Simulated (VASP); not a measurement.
Runs of VASP 6.6.1 on CaS. Symmetry: Fm-3m, No. 225, cubic system. Conventional cell: a = 5.705 Å, b = 5.705 Å, c = 5.705 Å, α = 90.00°, β = 90.00°, γ = 90.00°. Within 3.8 Å of Ca (site symmetry m-3m) lie 6 S at 2.85 Å. Within 3.8 Å of S (site symmetry m-3m) lie 6 Ca at 2.85 Å. 

| task | level | spin | fixed moment (μB) | k mesh | cutoff (eV) | smearing | pressure (GPa) | moment (μB) |
| --- | --- | --- | --- | --- | --- | --- | --- | --- |
| electric field gradients | PBEsol | collinear, zero start | - | 4 × 4 × 4 | 400 | gaussian 0.1 eV | -1.9 | 0.00 |
| single point | PBEsol | non-collinear, zero start, SOC | - | 2 × 2 × 2 | 500 | methfessel-paxton 0.272114 eV | (b) | 0.00 |
| single point | PBE | collinear | 2.0 | 4 × 4 × 4 | 500 | gaussian 0.1 eV | 4.0 | 2.00 |
| single point | PBE | non-collinear, zero start, SOC | - | 2 × 2 × 2 | 500 | gaussian 0.1 eV | 3.4 | 0.00 |
| single point | PBE | non-collinear, zero start, SOC | - | 2 × 2 × 1 | 500 | gaussian 0.1 eV | (a) | 0.00 |

Alike in all rows: potentials or basis VASP PAW PBE potentials, release 64 (Ca_sv, S); cell as given.

Question: Estimate the missing entries.

Answer: (a) 6.3; (b) 1.2.

Caveats: all runs use coarse meshes; the PAW data sets were made with another functional, which shifts forces and pressure a little (at least some runs); so wide a smearing shifts energies and pressures (at least some runs); the total moment is fixed, so each spin has its own Fermi level and the state may be an excited one (at least some runs).
